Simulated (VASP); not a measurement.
Here is a VASP 6.6.1 calculation.

POSCAR

```
Pb
1.0
    0.0000000000      3.4765015637      3.4765015637
    3.4765015637      0.0000000000      3.4765015637
    3.4765015637      3.4765015637      0.0000000000
Pb
2
Direct
    0.1250000000      0.1250000000      0.1250000000
    0.8750000000      0.8750000000      0.8750000000
```

The input INCAR.step1:

```
PREC = Accurate ; ENCUT = 520
ISMEAR = -1 ; SIGMA = 0.1
LREAL = F ; LASPH = T
NELM = 100 ; NBANDS = 21
GGA = PE ; ALGO = Normal
EDIFF = 1E-4 ; LWAVE = T
LCHARG = F
```

File INCAR.step2:

```
PREC = Accurate ; ENCUT = 520
EDIFF = 1E-7 ; ISMEAR = -1
SIGMA = 0.1 ; LREAL = F
LASPH = T ; NELM = 100
ALGO = Normal ; ISIF = 2
LWAVE = F ; LCHARG = F
METAGGA = R2SCAN ; LMIXTAU = T
NBANDS = 21 ; ISTART = 1
```

Contents of KPOINTS:

```
regular mesh
0
Gamma
  9 9 9
```

Potentials or basis: VASP PAW PBE potentials, release 64 (Pb_d).

Run with:

```sh
$ cat potpaw_PBE.64/Pb_d/POTCAR > POTCAR
$ cp INCAR.step1 INCAR
$ mpirun -np 1 vasp_std > vasp.out
$ cp INCAR.step2 INCAR
$ mpirun -np 1 vasp_std > vasp.out
```

(1) Predict the band gap on the k mesh.

(2) Predict the pressure.

Results:

(1) zero (bands 14 and 15 overlap by 1.13 eV).

(2) 0.0 GPa.

Caveat: the PAW data sets were made with another functional, which shifts forces and pressure a little; spin-orbit coupling is left out, which moves the levels of the heavy elements.
